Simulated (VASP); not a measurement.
Input of a VASP 6.6.1 run:

Contents of INCAR:

```
PREC = Accurate ; ENCUT = 520
EDIFF = 1E-7 ; ISMEAR = 0
SIGMA = 0.1 ; LREAL = False
LASPH = True ; NELM = 100
ALGO = Normal ; ISIF = 2
LWAVE = False ; LCHARG = False
GGA = PS ; NBANDS = 18
```

Contents of KPOINTS:

```
regular mesh
0
Gamma
  18 18 18
```

POSCAR

```
Re
1.0
    1.4242645123      0.8222994996      6.4919560290
   -1.4242645123      0.8222994996      6.4919560290
    0.0000000000     -1.6445989992      6.4919560290
Re
3
Direct
    0.0000000000      0.0000000000      0.0000000000
    0.2203455227      0.2203455227      0.2203455227
    0.7796544773      0.7796544773      0.7796544773
```

Potentials or basis: VASP PAW PBE potentials, release 64 (Re).

Command:

```console
$ cat potpaw_PBE.64/Re/POTCAR > POTCAR
$ mpirun -np 1 vasp_std > vasp.out
```

Predict the largest force.

0.869 eV/Å.

Estimate the band gap on the k mesh.

zero (an odd number of electrons rules out a gap without spin polarisation).

Stress tensor (GPa, compression positive):
```
-21.54   0.00   0.00
  0.00 -21.54   0.00
  0.00   0.00   1.19
```

Caveat: the cell differs from its parent crystal (strained); the stress differs along the axes, from -22 to 1 GPa; the PAW data sets were made with another functional, which shifts forces and pressure a little; spin-orbit coupling is left out, which moves the levels of the heavy elements.
